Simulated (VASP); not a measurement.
# CsH (I4/mmm) in VASP: further runs

CsH is run at these levels: r2SCAN; tasks: single point.

Program: VASP 6.6.1. These are calculated values, not measurements. Logs are shortened: lines on timing, memory, paths and dates and some standing lists are left out, and cuts for length are marked.

## Step 1: The cell of the first run

It takes space group I4/mmm (No. 139, tetragonal). Conventional cell: a = 4.328 Å, b = 4.328 Å, c = 5.866 Å, α = 90.00°, β = 90.00°, γ = 90.00°. Cs (site symmetry 4/mmm) has 6 H at 2.93 to 3.06 Å within 3.9 Å. Within 3.9 Å of H (site symmetry 4/mmm) lie 6 Cs at 2.93 to 3.06 Å.

## Step 2: Single point, r2SCAN (strain -0.040 along x and y, -0.080 along z)

File POSCAR:

```
CsH
1.0
    0.0000000000      3.0604800000      2.9329600000
    3.0604800000      0.0000000000      2.9329600000
    3.0604800000      3.0604800000      0.0000000000
Cs H
1 1
Direct
    0.0000000000      0.0000000000      0.0000000000
    0.5000000000      0.5000000000      0.5000000000
```

File INCAR.step1:

```
  ALGO = Normal
  EDIFF = 1E-4
  ENCUT = 520
  GGA = PE
  ISMEAR = 0
  LASPH = T
  LCHARG = F
  LREAL = F
  LWAVE = T
  NBANDS = 12
  NELM = 60
  PREC = Accurate
  SIGMA = 0.05
```

File INCAR.step2:

```
  ALGO = Normal
  EDIFF = 1E-7
  ENCUT = 520
  ISIF = 2
  ISMEAR = 0
  ISTART = 1
  LASPH = T
  LCHARG = F
  LMIXTAU = T
  LREAL = F
  LWAVE = F
  METAGGA = R2SCAN
  NBANDS = 12
  NELM = 60
  PREC = Accurate
  SIGMA = 0.05
```

File KPOINTS:

```
k-points
0
Gamma
  6 6 6
```

Potentials or basis: VASP PAW PBE potentials, release 64 (Cs_sv, H).

Run with:

```bash
$ cat potpaw_PBE.64/Cs_sv/POTCAR potpaw_PBE.64/H/POTCAR > POTCAR
$ cp INCAR.step1 INCAR
$ mpirun -np 1 vasp_std > vasp.out
$ cp INCAR.step2 INCAR
$ mpirun -np 1 vasp_std > vasp.out
```

OUTCAR:

```text
EDIFF = 1E-7
   ENCUT = 520
   ISIF = 2
   ISMEAR = 0
   ISTART = 1
   LASPH = T
   LREAL = F
   METAGGA = R2SCAN
   NELM = 60
   PREC = Accurate

 ion  position               nearest neighbor table
   1  0.000  0.000  0.000-
   2  0.500  0.500  0.500-

  LATTYP: Found a body centered tetragonal cell.
 ALAT       =     4.3281723234
 C/A-ratio  =     1.3552879973

  Lattice vectors:

 A1 = (   0.0000000000,  -3.0604800000,  -2.9329600000)
 A2 = (   0.0000000000,   3.0604800000,  -2.9329600000)
 A3 = (   3.0604800000,   0.0000000000,   2.9329600000)

Analysis of symmetry for initial positions (statically):
=====================================================================
 Subroutine PRICEL returns:
 Original cell was already a primitive cell.

 Routine SETGRP: Setting up the symmetry group for a
 body centered tetragonal supercell.

 Subroutine GETGRP returns: Found 16 space group operations
 (whereof 16 operations were pure point group operations)
 out of a pool of 16 trial point group operations.

The static configuration has the point symmetry D_4h.

Analysis of symmetry for dynamics (positions and initial velocities):
=====================================================================
 Subroutine PRICEL returns:
 Original cell was already a primitive cell.

 Routine SETGRP: Setting up the symmetry group for a
 body centered tetragonal supercell.

 Subroutine GETGRP returns: Found 16 space group operations
 (whereof 16 operations were pure point group operations)
 out of a pool of 16 trial point group operations.

The dynamic configuration has the point symmetry D_4h.

 Subroutine INISYM returns: Found 16 space group operations
 (whereof 16 operations are pure point group operations),
 and found     1 'primitive' translations

----------------------------------------------------------------------------------------

                                     Primitive cell

  volume of cell :      54.9434

  direct lattice vectors                    reciprocal lattice vectors
     0.000000000  3.060480000  2.932960000    -0.163373066  0.163373066  0.170476242
     3.060480000  0.000000000  2.932960000     0.163373066 -0.163373066  0.170476242
     3.060480000  3.060480000  0.000000000     0.163373066  0.163373066 -0.170476242

  length of vectors
     4.238961216  4.238961216  4.328172323     0.287130051  0.287130051  0.287130051

  position of ions in fractional coordinates (direct lattice)
     0.000000000  0.000000000  0.000000000
     0.500000000  0.500000000  0.500000000

  ion indices of the primitive-cell ions
   primitive index   ion index
                 1           1
                 2           2
[... 78 lines left out ...]
   ISIF   =      2    stress and relaxation
   ISYM   =      2    0-nonsym 1-usesym 2-fastsym
   POTIM  = 0.5000    time-step for ionic-motion
   TEBEG  =    0.0;   TEEND  =   0.0 temperature during run
   PSTRESS=    0.0 pullay stress
   NELECT =      10.0000    total number of electrons
   NUPDOWN=      -1.0000    fix difference up-down
   EMIN   =  10.00;   EMAX   =-10.00  energy-range for DOS
   EFERMI =   0.00;   METHOD = LEGACY
   ISMEAR =     0;   SIGMA  =   0.05  broadening in eV -4-tet -1-fermi 0-gaus
   EFERMI_NEDOS =   21; number of points for ismear=-14 and -15
   IALGO  =     38    algorithm
   IMIX   =      4    mixing-type and parameters
     AMIX     =   0.40;   BMIX     =  1.00
     AMIX_MAG =   1.60;   BMIX_MAG =  1.00
  volume/ion in A,a.u.               =      27.47       185.39
  Fermi-wavevector in a.u.,A,eV,Ry     =   0.927762  1.753215 11.711102  0.860742
  Thomas-Fermi vector in A             =   2.053866
   LORBIT       =      0    0 simple, 1 ext, 2 COOP (PROOUT), +10 PAW based schemes
   METAGGA = R2SCAN    functional components
   LHFCALC =     F    Hartree Fock is set to
   AEXX    =    0.0000 exact exchange contribution
   IVDW    =     0    specifies the selected vdW correction
   LEPSILON=     F    determine dielectric tensor
   LRPA    =     F    only Hartree local field effects (RPA)
 non-spin polarized calculation
 Gauss-broadening in eV      SIGMA  =   0.05
  energy-cutoff  :      520.00
  volume of cell :       54.94
 maximum number of plane-waves:      1506
   NGX = 15   NGY = 15   NGZ = 17

 number of electron      10.0000002 magnetization

 Free energy of the ion-electron system (eV)
  ---------------------------------------------------
  ext. energy  EPLUGINS =         0.00000000
  ---------------------------------------------------
  free energy    TOTEN  =       -28.91366955 eV

  energy without entropy =      -28.91366955  energy(sigma->0) =      -28.91366955

 E-fermi :   1.0172     XC(G=0):  -8.2385

 val. band max:        0.7882639175   @ k =   0.5000   0.0000   0.0000
 cond. band min:       3.1964102695   @ k =   0.5000   0.0000   0.0000
 fundamental gap:      2.4081463520
 Fermi energy:         1.0171746133

 k-point     1 :       0.0000    0.0000    0.0000
  band No.  band energies     occupation
      1     -21.4469      2.00000
      2      -7.3294      2.00000
      3      -7.3294      2.00000
      4      -7.2783      2.00000
      5      -1.2311      2.00000
      6       6.3338      0.00000
      7       6.3338      0.00000
      8       6.5584      0.00000
      9       7.5384      0.00000
     10       8.3492      0.00000
     11       9.1353      0.00000
     12      10.1932      0.00000
[... 331 lines left out ...]
 k-point    24 :       0.5000    0.0000    0.3333
  band No.  band energies     occupation
      1     -21.2589      2.00000
      2      -8.3488      2.00000
      3      -7.8304      2.00000
      4      -7.6361      2.00000
      5      -0.5194      2.00000
      6       4.3196      0.00000
      7       6.3518      0.00000
      8       8.1476      0.00000
      9       8.9120      0.00000
     10      10.4194      0.00000
     11      10.9749      0.00000
     12      11.6956      0.00000

 [... further k-points ...]
[... 5 lines left out ...]
  --------------------------------------------------------------------------------------
  -------------------------------------------------------------------------------------
  Total        0.5845771      0.5845771      1.2626343      0.0000000      0.0000000      0.0000000
  in kB       17.0465748     17.0465748     36.8190819      0.0000000      0.0000000      0.0000000
  external PRESSURE =      23.6374105 kB  Pullay stress =       0.0000000 kB

 VOLUME and BASIS-vectors are now :
 -----------------------------------------------------------------------------
  energy-cutoff  :      520.00
  volume of cell :       54.94
      direct lattice vectors                 reciprocal lattice vectors
     0.000000000  3.060480000  2.932960000    -0.163373066  0.163373066  0.170476242
     3.060480000  0.000000000  2.932960000     0.163373066 -0.163373066  0.170476242
     3.060480000  3.060480000  0.000000000     0.163373066  0.163373066 -0.170476242

 POSITION                                       TOTAL-FORCE (eV/Angst)
 -----------------------------------------------------------------------------------
      0.00000      0.00000      0.00000        -0.000000      0.000000      0.000000
      3.06048      3.06048      2.93296         0.000000     -0.000000      0.000000
 -----------------------------------------------------------------------------------
    total drift:                                0.000000     -0.000000     -0.000000

  FREE ENERGIE OF THE ION-ELECTRON SYSTEM (eV)
  ---------------------------------------------------
  free  energy   TOTEN  =       -28.9136695542 eV

  energy  without entropy=      -28.9136695542  energy(sigma->0) =      -28.91366955
```

OUTCAR.step1:

```text
EDIFF = 1E-4
   ENCUT = 520
   GGA = PE
   ISMEAR = 0
   LASPH = T
[... 581 lines left out ...]
 -----------------------------------------------------------------------------------
      0.00000      0.00000      0.00000         0.000000      0.000000      0.000000
      3.06048      3.06048      2.93296         0.000000      0.000000     -0.000000
 -----------------------------------------------------------------------------------
    total drift:                                0.000000     -0.000000     -0.000000

  FREE ENERGIE OF THE ION-ELECTRON SYSTEM (eV)
  ---------------------------------------------------
  free  energy   TOTEN  =        -4.4595716752 eV

  energy  without entropy=       -4.4595716752  energy(sigma->0) =       -4.45957168
```

OSZICAR.step1:

```text
N       E                     dE             d eps       ncg     rms          rms(c)
DAV:   1     0.422733045212E+02    0.42273E+02   -0.42414E+03   720   0.697E+02
DAV:   2    -0.221014280346E+01   -0.44483E+02   -0.42586E+02   896   0.116E+02
DAV:   3    -0.533605384985E+01   -0.31259E+01   -0.31214E+01   900   0.326E+01
DAV:   4    -0.535803090622E+01   -0.21977E-01   -0.21975E-01   808   0.312E+00
DAV:   5    -0.535810449928E+01   -0.73593E-04   -0.73593E-04   912   0.189E-01    0.395E+00
DAV:   6    -0.460279469041E+01    0.75531E+00   -0.53955E-01   808   0.331E+00    0.170E+00
DAV:   7    -0.444013194457E+01    0.16266E+00   -0.64904E-01   788   0.311E+00    0.659E-01
DAV:   8    -0.446696163474E+01   -0.26830E-01   -0.79056E-02   788   0.128E+00    0.387E-01
DAV:   9    -0.445929092025E+01    0.76707E-02   -0.15367E-02   812   0.591E-01    0.345E-02
DAV:  10    -0.445950077993E+01   -0.20986E-03   -0.21260E-03   796   0.198E-01    0.276E-02
DAV:  11    -0.445957167521E+01   -0.70895E-04   -0.23621E-04   800   0.754E-02
   1 F= -.44595717E+01 E0= -.44595717E+01  d E =-.286271E-11
```

It took 1.8 min on 1 thread of Intel Xeon 8259CL, shared host; peak memory 0.19 GiB.

Results:

```yaml
Free_energy: -28.9137 eV
Pressure: 2.4 GPa
Band_gap_on_the_k_mesh: 2.41 eV
```

Stress tensor (GPa, compression positive):
```
1.70 0.00 0.00
0.00 1.70 0.00
0.00 0.00 3.68
```

Caveat: the cell differs from its parent crystal (strain -0.040 along x and y, -0.080 along z); the PAW data sets were made with another functional, which shifts forces and pressure a little; spin-orbit coupling is left out, which moves the levels of the heavy elements.

## Step 3: Single point, r2SCAN (strain -0.040 along x and y, +0.080 along z)

File POSCAR:

```
CsH
1.0
    0.0000000000      3.0604800000      3.4430400000
    3.0604800000      0.0000000000      3.4430400000
    3.0604800000      3.0604800000      0.0000000000
Cs H
1 1
Direct
    0.0000000000      0.0000000000      0.0000000000
    0.5000000000      0.5000000000      0.5000000000
```

File INCAR.step1:

```
PREC     = Accurate       # precision mode
ENCUT    = 520            # plane-wave cutoff, eV
ISMEAR   = 0              # smearing method
SIGMA    = 0.05           # smearing width, eV
LREAL    = False          # projectors in reciprocal space
LASPH    = True           # aspherical terms in the spheres
NELM     = 60             # most SCF steps
NBANDS   = 12             # bands
GGA      = PE             # functional
ALGO     = Normal         # electronic algorithm
EDIFF    = 1E-4           # SCF threshold, eV
LWAVE    = True           # write WAVECAR
LCHARG   = False          # write CHGCAR
```

File INCAR.step2:

```
PREC     = Accurate       # precision mode
ENCUT    = 520            # plane-wave cutoff, eV
EDIFF    = 1E-7           # SCF threshold, eV
ISMEAR   = 0              # smearing method
SIGMA    = 0.05           # smearing width, eV
LREAL    = False          # projectors in reciprocal space
LASPH    = True           # aspherical terms in the spheres
NELM     = 60             # most SCF steps
ALGO     = Normal         # electronic algorithm
ISIF     = 2              # what is computed and relaxed
LWAVE    = False          # write WAVECAR
LCHARG   = False          # write CHGCAR
METAGGA  = R2SCAN         # meta-GGA
LMIXTAU  = True         
NBANDS   = 12             # bands
ISTART   = 1
```

File KPOINTS:

```
regular mesh
0
Gamma
  6 6 6
```

Potentials or basis: VASP PAW PBE potentials, release 64 (Cs_sv, H).

Run with:

```bash
$ cat potpaw_PBE.64/Cs_sv/POTCAR potpaw_PBE.64/H/POTCAR > POTCAR
$ cp INCAR.step1 INCAR
$ mpirun -np 1 vasp_std > vasp.out
$ cp INCAR.step2 INCAR
$ mpirun -np 1 vasp_std > vasp.out
```

OUTCAR:

```text
PREC = Accurate
   ENCUT = 520
   EDIFF = 1E-7
   ISMEAR = 0
   LREAL = False
   LASPH = True
   NELM = 60
   ISIF = 2
   METAGGA = R2SCAN
   ISTART = 1

 ion  position               nearest neighbor table
   1  0.000  0.000  0.000-
   2  0.500  0.500  0.500-

  LATTYP: Found a body centered tetragonal cell.
 ALAT       =     4.3281723234
 C/A-ratio  =     1.5909902577

  Lattice vectors:

 A1 = (  -3.0604800000,   0.0000000000,   3.4430400000)
[... 535 lines left out ...]
      4      -8.5185      2.00000
      5      -0.9927      2.00000
      6       3.5891      0.00000
      7       5.4036      0.00000
      8       6.7194      0.00000
      9       7.6849      0.00000
     10       8.6148      0.00000
     11       9.3775      0.00000
     12      10.2482      0.00000

 [... further k-points ...]
[... 5 lines left out ...]
  --------------------------------------------------------------------------------------
  -------------------------------------------------------------------------------------
  Total        0.4832210      0.4832210     -0.4656333      0.0000000     -0.0000000      0.0000000
  in kB       12.0034256     12.0034256    -11.5665389      0.0000000     -0.0000000      0.0000000
  external PRESSURE =       4.1467707 kB  Pullay stress =       0.0000000 kB

 VOLUME and BASIS-vectors are now :
 -----------------------------------------------------------------------------
  energy-cutoff  :      520.00
  volume of cell :       64.50
      direct lattice vectors                 reciprocal lattice vectors
     0.000000000  3.060480000  3.443040000    -0.163373066  0.163373066  0.145220503
     3.060480000  0.000000000  3.443040000     0.163373066 -0.163373066  0.145220503
     3.060480000  3.060480000  0.000000000     0.163373066  0.163373066 -0.145220503

 POSITION                                       TOTAL-FORCE (eV/Angst)
 -----------------------------------------------------------------------------------
      0.00000      0.00000      0.00000         0.000000      0.000000     -0.000000
      3.06048      3.06048      3.44304        -0.000000     -0.000000      0.000000
 -----------------------------------------------------------------------------------
    total drift:                               -0.000000      0.000000      0.000000

  FREE ENERGIE OF THE ION-ELECTRON SYSTEM (eV)
  ---------------------------------------------------
  free  energy   TOTEN  =       -28.9494110279 eV

  energy  without entropy=      -28.9494110279  energy(sigma->0) =      -28.94941103
```

OUTCAR.step1:

```text
PREC = Accurate
   ENCUT = 520
   ISMEAR = 0
   LREAL = False
   LASPH = True
[... 585 lines left out ...]
      0.00000      0.00000      0.00000         0.000000     -0.000000     -0.000000
      3.06048      3.06048      3.44304        -0.000000      0.000000      0.000000
 -----------------------------------------------------------------------------------
    total drift:                               -0.000000      0.000000      0.000000

  FREE ENERGIE OF THE ION-ELECTRON SYSTEM (eV)
  ---------------------------------------------------
  free  energy   TOTEN  =        -4.5141604316 eV

  energy  without entropy=       -4.5141604315  energy(sigma->0) =       -4.51416043
```

OSZICAR.step1:

```text
N       E                     dE             d eps       ncg     rms          rms(c)
DAV:   1     0.462860433752E+02    0.46286E+02   -0.42831E+03   720   0.695E+02
DAV:   2    -0.177279086275E+01   -0.48059E+02   -0.45696E+02   952   0.110E+02
DAV:   3    -0.535090644342E+01   -0.35781E+01   -0.35729E+01   912   0.337E+01
DAV:   4    -0.537936928129E+01   -0.28463E-01   -0.28461E-01   832   0.349E+00
DAV:   5    -0.537948337860E+01   -0.11410E-03   -0.11410E-03   904   0.232E-01    0.384E+00
DAV:   6    -0.464221583611E+01    0.73727E+00   -0.59676E-01   812   0.296E+00    0.162E+00
DAV:   7    -0.449093581131E+01    0.15128E+00   -0.65646E-01   820   0.281E+00    0.675E-01
DAV:   8    -0.452238304803E+01   -0.31447E-01   -0.85214E-02   796   0.115E+00    0.422E-01
DAV:   9    -0.451379986808E+01    0.85832E-02   -0.19080E-02   836   0.560E-01    0.382E-02
DAV:  10    -0.451406626521E+01   -0.26640E-03   -0.23758E-03   788   0.191E-01    0.285E-02
DAV:  11    -0.451418611853E+01   -0.11985E-03   -0.34497E-04   792   0.826E-02    0.259E-02
DAV:  12    -0.451416043156E+01    0.25687E-04   -0.76972E-05   780   0.403E-02
   1 F= -.45141604E+01 E0= -.45141604E+01  d E =-.173877E-10
```

Run time: 2.8 min. Hardware: 1 thread of Intel Xeon 8259CL, shared host; peak memory 0.21 GiB.

Results:

| Property | Result |
| --- | --- |
| Free energy | -28.9494 eV |
| Pressure | 0.4 GPa |
| Band gap on the k mesh | 2.59 eV |

Stress tensor (GPa, compression positive):
```
 1.20  0.00  0.00
 0.00  1.20  0.00
 0.00  0.00 -1.16
```

Caveat: the cell differs from its parent crystal (strain -0.040 along x and y, +0.080 along z); the PAW data sets were made with another functional, which shifts forces and pressure a little; spin-orbit coupling is left out, which moves the levels of the heavy elements.

[end of part 1 of 2]
